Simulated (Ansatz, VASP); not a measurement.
**Sr3B2 in VASP and in Ansatz**

INCAR

```
PREC     = Accurate       # precision mode
ENCUT    = 520            # plane-wave cutoff, eV
EDIFF    = 1E-6           # SCF threshold, eV
ISMEAR   = 0              # smearing method
SIGMA    = 0.1            # smearing width, eV
LREAL    = False          # projectors in reciprocal space
LASPH    = True           # aspherical terms in the spheres
NELM     = 100            # most SCF steps
ALGO     = Normal         # electronic algorithm
ISIF     = 2              # what is computed and relaxed
LWAVE    = False          # write WAVECAR
LCHARG   = False          # write CHGCAR
GGA      = PE             # functional
NBANDS   = 26             # bands
```

Contents of KPOINTS:

```
regular mesh
0
Gamma
  6 6 4
```

The input POSCAR:

```
Sr3B2
1.0
    5.4025934000      0.0000000000      0.0000000000
   -2.7012967000      4.6787831300      0.0000000000
    0.0000000000      0.0000000000      4.5245995100
Sr B
3 2
Direct
    0.3333333300      0.6666666700      0.0000000000
    0.6666666700      0.3333333300      0.0000000000
    0.0000000000      0.0000000000      0.5000000000
    0.3333333300      0.6666666700      0.5000000000
    0.6666666700      0.3333333300      0.5000000000
```

Input for Ansatz:

```yaml
crystal:
  lattice:
    - [5.4025934, 0.0, 0.0]
    - [-2.7012967, 4.67878313, 0.0]
    - [0.0, 0.0, 4.52459951]
  atoms:
    - { symbol: Sr, position: [0.33333333, 0.66666667, 0.0] }
    - { symbol: Sr, position: [0.66666667, 0.33333333, 0.0] }
    - { symbol: Sr, position: [0.0, 0.0, 0.5] }
    - { symbol: B, position: [0.33333333, 0.66666667, 0.5] }
    - { symbol: B, position: [0.66666667, 0.33333333, 0.5] }
basis:
  ecutwfc: 420
kpoints:
  mp_grid: { grid: [6, 6, 4] }
hamiltonian:
  xc: pbe
scf:
  occupations: { method: gaussian, width: 0.1 }
  lower_state_search: "off"
output:
  forces: true
  stress: true
  eigenvalues: true
```

Alike in both runs: task single point; functional PBE; k mesh 6 × 6 × 4; occupations gaussian, width 0.1 eV; no spin polarisation.

|  | VASP | Ansatz |
| --- | --- | --- |
| version | VASP 6.6.1 | Ansatz 0.2.0 |
| potentials or method | VASP PAW PBE potentials, release 64 (Sr_sv, B), cutoff 520 eV | scalar-relativistic, plane waves, PAW |
| valence electrons in the cell | 36 | 36 |

```csv
,VASP,Ansatz,Ansatz less VASP
gap on the k mesh at the Fermi level (eV),none,none,-
pressure (GPa),15.1,14.9,-0.25
"traceless stress, the component that is largest in VASP (GPa)",20.66,20.45,-0.211
```

A gap of «none» marks a metal or a gap that the smearing closes. With one functional, cell and mesh, what is left measures potentials, basis and numerics.
